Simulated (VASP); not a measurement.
# Al27As27H (a cell with a defect) in VASP: notebook

Al27As27H (a cell with a defect) is run at these levels: PBE; tasks: relaxation of the atoms.

Program: VASP 6.6.1. These are calculated values, not measurements. Logs are shortened: lines on timing, memory, paths and dates and some standing lists are left out, and cuts for length are marked.

### Step 1. The cell of the first run

The cell holds a defect, 55 atoms: a = 12.151 Å, b = 12.151 Å, c = 12.151 Å, α = 60.00°, β = 60.00°, γ = 60.00°.

### Step 2. Relaxation of the atoms, PBE (with an interstitial atom)

The input, INCAR:

```
ALGO     = Normal         # electronic algorithm
EDIFF    = 1E-7           # SCF threshold, eV
EDIFFG   = -0.025         # ionic threshold
ENCUT    = 520            # plane-wave cutoff, eV
GGA      = PE             # functional
IBRION   = 2              # ionic algorithm
ISIF     = 2              # what is computed and relaxed
ISMEAR   = 0              # smearing method
LASPH    = True           # aspherical terms in the spheres
LCHARG   = False          # write CHGCAR
LREAL    = Auto         
LWAVE    = False          # write WAVECAR
NELECT   = 216.0        
NELM     = 80             # most SCF steps
NSW      = 65             # ionic steps
PREC     = Accurate       # precision mode
SIGMA    = 0.01           # smearing width, eV
```

The input, KPOINTS:

```
k-points
0
Gamma
  1 1 1
```

The input, POSCAR:

```
Al27As27H
1.0
    0.0000000000      8.5918684793     -8.5918684793
    8.5918684793      8.5918684793      0.0000000000
    8.5918684793      0.0000000000     -8.5918684793
Al As H
27 27 1
Direct
    0.3333283534      0.6666616868      0.6666816064
    0.3349706821      0.9988582440      0.6655249107
    0.3349706821      0.3339794965      0.6655249107
    0.0006461632      0.6683040154      0.6655249107
    0.0006461632     -0.0011417560      0.6655249107
   -0.0077079229      0.3256254104      0.6897904355
    0.6655249107      0.6683040154      0.6655249107
    0.6666666667      0.0000000000      0.6666666667
    0.6655249107      0.3339794965      0.6655249107
    0.3333283534      0.6666616868      0.3333283534
    0.3333283534      0.0000149397      0.3333283534
    0.3308529783      0.3358136884      0.3308529783
    0.0024803550      0.6641863116      0.3308529783
    0.0006461632     -0.0011417560      0.3349706821
    0.0024803550      0.3358136884      0.3308529783
    0.6666816064      0.6666616868      0.3333283534
    0.6655249107     -0.0011417560      0.3349706821
    0.6655249107      0.3339794965      0.3349706821
    0.3308529783      0.6641863116      1.0024803550
    0.3349706821     -0.0011417560      1.0006461632
    0.3308529783      0.3358136884      1.0024803550
    0.0024803550      0.6641863116      1.0024803550
   -0.0077079229      0.0231237688      0.9922920771
   -0.0077079229      0.3256254104      0.9922920771
    0.6655249107      0.6683040154      1.0006461632
    0.6655249107     -0.0011417560      1.0006461632
    0.6897904355      0.3256254104      0.9922920771
    0.4166666667      0.7500000000      0.4166666667
    0.4161981708      0.0842017124      0.4161981708
    0.4161981708      0.4167352794      0.4161981708
    0.0834019461      0.7495315041      0.4161981708
    0.0834019461      0.0842017124      0.4161981708
    0.0805124986      0.4138458319      0.4251291709
    0.7508683791      0.7495315041      0.4161981708
    0.7500495028      0.0833828362      0.4165181581
    0.7508683791      0.4167352794      0.4161981708
    0.4161981708      0.7495315041      0.0834019461
    0.4161981708      0.0842017124      0.0834019461
    0.4251291709      0.4138458319      0.0805124986
    0.0805124986      0.7584625042      0.0805124986
    0.0869773223      0.0796893443      0.0869773223
    0.0805124986      0.4138458319      0.0805124986
    0.7508683791      0.7495315041      0.0834019461
    0.7463560110      0.0796893443      0.0869773223
    0.7463560110      0.4203106557      0.0869773223
    0.4161981708      0.7495315041      0.7508683791
    0.4165181581      0.0833828362      0.7500495028
    0.4161981708      0.4167352794      0.7508683791
    0.0834019461      0.7495315041      0.7508683791
    0.0869773223      0.0796893443      0.7463560110
    0.0869773223      0.4203106557      0.7463560110
    0.7500495028      0.7498514915      0.7500495028
    0.7500495028      0.0833828362      0.7500495028
    0.7463560110      0.4203106557      0.7463560110
    0.9166666667      0.2500000000      0.9166666667
```

Potentials or basis: VASP PAW PBE potentials, release 64 (Al, As, H).

On the command line:

```bash
cat potpaw_PBE.64/Al/POTCAR potpaw_PBE.64/As/POTCAR potpaw_PBE.64/H/POTCAR > POTCAR
mpirun -np 1 vasp_gam > vasp.out
```

OUTCAR:

```text
EDIFF = 1E-7
   EDIFFG = -0.025
   ENCUT = 520
   GGA = PE
   IBRION = 2
   ISIF = 2
   ISMEAR = 0
   LASPH = True
   LREAL = Auto
   NELECT = 216.0
   NELM = 80
   NSW = 65
   PREC = Accurate

 ion  position               nearest neighbor table
   1  0.333  0.667  0.667-  49 2.48  48 2.48  46 2.48  28 2.48
   2  0.335  0.999  0.666-  50 2.46  46 2.47  29 2.47  47 2.49
   3  0.335  0.334  0.666-  51 2.46  30 2.47  48 2.47  47 2.49
   4  0.001  0.668  0.666-  51 2.46  31 2.47  49 2.47  52 2.49
   5  0.001  0.999  0.666-  50 2.46  49 2.47  32 2.47  53 2.49
   6  0.992  0.326  0.690-  51 2.45  54 2.45  50 2.45  33 2.63
[... 46 lines left out ...]
  53  0.750  0.083  0.750-   8 2.48   9 2.49   5 2.49  26 2.49
  54  0.746  0.420  0.746-   6 2.45  27 2.45   7 2.46   9 2.46
  55  0.917  0.250  0.917-

  LATTYP: Found a face centered cubic cell.
 ALAT       =    17.1837369586

  Lattice vectors:

 A1 = (   0.0000000000,   8.5918684793,  -8.5918684793)
 A2 = (   8.5918684793,   8.5918684793,   0.0000000000)
 A3 = (   8.5918684793,   0.0000000000,  -8.5918684793)

Analysis of symmetry for initial positions (statically):
=====================================================================
 Subroutine PRICEL returns:
 Original cell was already a primitive cell.

 Routine SETGRP: Setting up the symmetry group for a
 face centered cubic supercell.

 Subroutine GETGRP returns: Found 24 space group operations
 (whereof  6 operations were pure point group operations)
 out of a pool of 48 trial point group operations.

The static configuration has the point symmetry C_3v.
 The point group associated with its full space group is T_d .

Analysis of symmetry for dynamics (positions and initial velocities):
=====================================================================
 Subroutine PRICEL returns:
 Original cell was already a primitive cell.

 Routine SETGRP: Setting up the symmetry group for a
 face centered cubic supercell.

 Subroutine GETGRP returns: Found 24 space group operations
 (whereof  6 operations were pure point group operations)
 out of a pool of 48 trial point group operations.

The dynamic configuration has the point symmetry C_3v.
 The point group associated with its full space group is T_d .

 Subroutine INISYM returns: Found 24 space group operations
 (whereof  6 operations are pure point group operations),
 and found     1 'primitive' translations

----------------------------------------------------------------------------------------

                                     Primitive cell

  volume of cell :    1268.5070

  direct lattice vectors                    reciprocal lattice vectors
     0.000000000  8.591868479 -8.591868479    -0.058194559  0.058194559 -0.058194559
     8.591868479  8.591868479  0.000000000     0.058194559  0.058194559  0.058194559
     8.591868479  0.000000000 -8.591868479     0.058194559 -0.058194559 -0.058194559

  length of vectors
    12.150736930 12.150736930 12.150736930     0.100795933  0.100795933  0.100795933

  position of ions in fractional coordinates (direct lattice)
     0.333328353  0.666661687  0.666681606
     0.334970682  0.998858244  0.665524911
     0.334970682  0.333979496  0.665524911
     0.000646163  0.668304015  0.665524911
     0.000646163  0.998858244  0.665524911
     0.992292077  0.325625410  0.689790436
[... 47 lines left out ...]
     0.746356011  0.420310656  0.746356011
     0.916666667  0.250000000  0.916666667

  ion indices of the primitive-cell ions
   primitive index   ion index
                 1           1
                 2           2
                 3           3
                 4           4
                 5           5
                 6           6
[... 47 lines left out ...]
                54          54
                55          55

----------------------------------------------------------------------------------------

 KPOINTS: k-points

Automatic generation of k-mesh.
 Grid dimensions read from file:
 generate k-points for:    1    1    1

 Generating k-lattice:

  Cartesian coordinates                     Fractional coordinates (reciprocal lattice)
    -0.058194559  0.058194559 -0.058194559     1.000000000  0.000000000  0.000000000
     0.058194559  0.058194559  0.058194559     0.000000000  1.000000000  0.000000000
     0.058194559 -0.058194559 -0.058194559     0.000000000  0.000000000  1.000000000

  Length of vectors
     0.100795933  0.100795933  0.100795933

  Shift w.r.t. Gamma in fractional coordinates (k-lattice)
     0.000000000  0.000000000  0.000000000

 Subroutine IBZKPT returns following result:
 ===========================================

 Found      1 irreducible k-points:

 Following reciprocal coordinates:
            Coordinates               Weight
  0.000000  0.000000  0.000000      1.000000
   k-points           NKPTS =      1   k-points in BZ     NKDIM =      1   number of bands    NBANDS=    136
   number of dos      NEDOS =    301   number of ions     NIONS =     55
   total plane-waves  NPLWV = 729000
   dimension x,y,z NGX =    90 NGY =   90 NGZ =   90
   dimension x,y,z NGXF=   180 NGYF=  180 NGZF=  180
   ions per type =              27  27   1
   NGX,Y,Z   is equivalent  to a cutoff of  12.31, 12.31, 12.31 a.u.
   NGXF,Y,Z  is equivalent  to a cutoff of  24.63, 24.63, 24.63 a.u.
 SYSTEM =  unknown system
   PREC   = accura    normal or accurate (medium, high low for compatibility)
   ISTART =      0    job   : 0-new  1-cont  2-samecut
   ICHARG =      2    charge: 1-file 2-atom 10-const
   ISPIN  =      1    spin polarized calculation?
   LNONCOLLINEAR =      F non collinear calculations
   LSORBIT =      F    spin-orbit coupling
   LASPH  =      T    aspherical Exc in radial PAW
   ENCUT  =  520.0 eV  38.22 Ry    6.18 a.u.  22.59 22.59 22.59*2*pi/ulx,y,z
   NELM   =     80;   NELMIN=  2; NELMDL= -5     # of ELM steps
   EDIFF  = 0.1E-06   stopping-criterion for ELM
   LREAL  =      T    real-space projection
   EDIFFG = -.3E-01   stopping-criterion for IOM
   NSW    =     65    number of steps for IOM
   IBRION =      2    ionic relax: 0-MD 1-quasi-New 2-CG
   NFREE  =      1    steps in history (QN), initial steepest desc. (CG)
   ISIF   =      2    stress and relaxation
   ISYM   =      2    0-nonsym 1-usesym 2-fastsym
   POTIM  = 0.5000    time-step for ionic-motion
   TEBEG  =    0.0;   TEEND  =   0.0 temperature during run
   PSTRESS=    0.0 pullay stress
   NELECT =     216.0000    total number of electrons
   NUPDOWN=      -1.0000    fix difference up-down
   EMIN   =  10.00;   EMAX   =-10.00  energy-range for DOS
   EFERMI =   0.00;   METHOD = LEGACY
   ISMEAR =     0;   SIGMA  =   0.01  broadening in eV -4-tet -1-fermi 0-gaus
   EFERMI_NEDOS =   21; number of points for ismear=-14 and -15
   IALGO  =     38    algorithm
   IMIX   =      4    mixing-type and parameters
     AMIX     =   0.40;   BMIX     =  1.00
     AMIX_MAG =   1.60;   BMIX_MAG =  1.00
  volume/ion in A,a.u.               =      23.06       155.64
  Fermi-wavevector in a.u.,A,eV,Ry     =   0.907392  1.714723 11.202506  0.823361
  Thomas-Fermi vector in A             =   2.031194
   LORBIT       =      0    0 simple, 1 ext, 2 COOP (PROOUT), +10 PAW based schemes
   GGA     = PE    functional components
   LHFCALC =     F    Hartree Fock is set to
   AEXX    =    0.0000 exact exchange contribution
   IVDW    =     0    specifies the selected vdW correction
   LEPSILON=     F    determine dielectric tensor
   LRPA    =     F    only Hartree local field effects (RPA)
 conjugate gradient relaxation of ions
 non-spin polarized calculation
 Gauss-broadening in eV      SIGMA  =   0.01
  energy-cutoff  :      520.00
  volume of cell :     1268.51
 maximum number of plane-waves:     17164
 NGX is ok and might be reduce to    90
   NGX = 45   NGY = 45   NGZ = 45

--------------------------------------- Ionic step        1  -------------------------------------------

 number of electron     215.9999985 magnetization

 Free energy of the ion-electron system (eV)
  ---------------------------------------------------
  ext. energy  EPLUGINS =         0.00000000
  ---------------------------------------------------
  free energy    TOTEN  =      -247.85883920 eV

  energy without entropy =     -247.84341297  energy(sigma->0) =     -247.85112608

------------------------ aborting loop because EDIFF is reached ----------------------------------------

  FORCE on cell =-STRESS in cart. coord.  units (eV):
  Direction    XX          YY          ZZ          XY          YZ          ZX
  --------------------------------------------------------------------------------------
  -------------------------------------------------------------------------------------
  Total        0.8082780      0.8082780      0.8082780     -0.0000000      0.0000000      0.0000000
  in kB        1.0208889      1.0208889      1.0208889     -0.0000000      0.0000000      0.0000000
  external PRESSURE =       1.0208889 kB  Pullay stress =       0.0000000 kB
[... 252 lines left out ...]
  energy  without entropy=     -247.8463726327  energy(sigma->0) =     -247.85408575

--------------------------------------- Ionic step        4  -------------------------------------------

 number of electron     215.9999984 magnetization

 Free energy of the ion-electron system (eV)
  ---------------------------------------------------
  ext. energy  EPLUGINS =         0.00000000
  ---------------------------------------------------
  free energy    TOTEN  =      -247.86241623 eV

  energy without entropy =     -247.84699000  energy(sigma->0) =     -247.85470312

 E-fermi :   3.7109     XC(G=0):  -8.8541

 val. band max:        3.7078757516   @ k =   0.0000   0.0000   0.0000
 cond. band min:       5.4727535878   @ k =   0.0000   0.0000   0.0000
 fundamental gap:      1.7648778362
 Fermi energy:         3.7109213001

 k-point     1 :       0.0000    0.0000    0.0000
  band No.  band energies     occupation
      1      -8.0052      2.00000
      2      -7.1500      2.00000
      3      -7.1264      2.00000
      4      -7.1264      2.00000
      5      -7.1264      2.00000
      6      -7.0744      2.00000
[... 112 lines left out ...]
    119       5.8460      0.00000
    120       5.9031      0.00000
 [bands above 120 left out]

------------------------ aborting loop because EDIFF is reached ----------------------------------------

  FORCE on cell =-STRESS in cart. coord.  units (eV):
  Direction    XX          YY          ZZ          XY          YZ          ZX
  --------------------------------------------------------------------------------------
  -------------------------------------------------------------------------------------
  Total        0.8909611      0.8909611      0.8909611      0.0000000      0.0000000      0.0000000
  in kB        1.1253211      1.1253211      1.1253211      0.0000000      0.0000000      0.0000000
  external PRESSURE =       1.1253211 kB  Pullay stress =       0.0000000 kB
[... 70 lines left out ...]
  FREE ENERGIE OF THE ION-ELECTRON SYSTEM (eV)
  ---------------------------------------------------
  free  energy   TOTEN  =      -247.8624162344 eV

  energy  without entropy=     -247.8469900024  energy(sigma->0) =     -247.85470312

 reached required accuracy - stopping structural energy minimisation
```

Run time: 16 min. Hardware: 1 thread of Intel Xeon Platinum 8259CL at 2.50GHz (Skylake/Cascade Lake), shared host; peak memory 1.5 GiB.

What came out:

```yaml
Free_energy: -247.8624 eV
Energy_gained_by_relaxing: 0.1 meV/atom
Ionic_steps: 4
Largest_force_after_relaxing: 0.015 eV/Å
```

Forces on the atoms (eV/Å):
```
Al  -0.001  0.001  0.001
Al  -0.004  0.000  0.000
Al   0.000  0.004  0.000
Al   0.000  0.004  0.000
Al  -0.004  0.000  0.000
Al   0.000  0.000  0.000
Al   0.000  0.000  0.004
Al   0.000  0.000  0.000
Al   0.000  0.000  0.004
Al   0.001  0.001 -0.001
Al  -0.001 -0.001 -0.001
Al   0.000  0.000  0.009
Al  -0.009  0.000  0.000
Al   0.000  0.000 -0.004
Al   0.000  0.009  0.000
Al   0.001 -0.001  0.001
Al   0.000 -0.004  0.000
Al   0.004  0.000  0.000
Al   0.000 -0.009  0.000
Al   0.000  0.000 -0.004
Al   0.009  0.000  0.000
Al   0.000  0.000 -0.009
Al   0.000  0.000  0.000
Al   0.000  0.000  0.000
Al   0.004  0.000  0.000
Al   0.000 -0.004  0.000
Al   0.000  0.000  0.000
As   0.000  0.000  0.000
As   0.000  0.000 -0.005
As   0.000  0.000 -0.005
As   0.005  0.000  0.000
As   0.000 -0.005  0.000
As   0.009 -0.009 -0.009
As   0.005  0.000  0.000
As   0.002 -0.002 -0.002
As   0.000 -0.005  0.000
As   0.000  0.005  0.000
As  -0.005  0.000  0.000
As  -0.009  0.009 -0.009
As   0.009  0.009  0.009
As   0.000  0.000 -0.004
As  -0.009 -0.009  0.009
As   0.000  0.000  0.005
As   0.000 -0.004  0.000
As   0.004  0.000  0.000
As   0.000  0.005  0.000
As  -0.002  0.002 -0.002
As  -0.005  0.000  0.000
As   0.000  0.000  0.005
As  -0.004  0.000  0.000
As   0.000  0.004  0.000
As   0.002  0.002  0.002
As  -0.002 -0.002  0.002
As   0.000  0.000  0.004
H    0.000  0.000  0.000
```

The path:
```
step  energy change (eV)  largest force (eV/Å)  pressure (GPa)
   1              0.0000                0.0590            0.10
   2             -0.0016                0.0462            0.11
   3             -0.0030                0.0258            0.11
   4             -0.0036                0.0152            0.11
```

Levels at points of the mesh, in eV from the Fermi level:
| k point | band 106 | band 107 | band 108 | band 109 | band 110 | band 111 | band 112 | band 113 |
| --- | --- | --- | --- | --- | --- | --- | --- | --- |
| (0.00, 0.00, 0.00) | -0.54 | 0.00 | 0.00 | 0.00 | 1.76 | 1.95 | 1.95 | 1.95 |

Caveat: the k points lie up to 0.63 Å⁻¹ apart; the cell carries a net charge on a neutralising background, which shifts energy and pressure; the cell differs from its parent crystal (with an interstitial atom); the cell is charged against a uniform background, so pressure and absolute levels hang on convention.

(Part 1 of 2 ends here.)
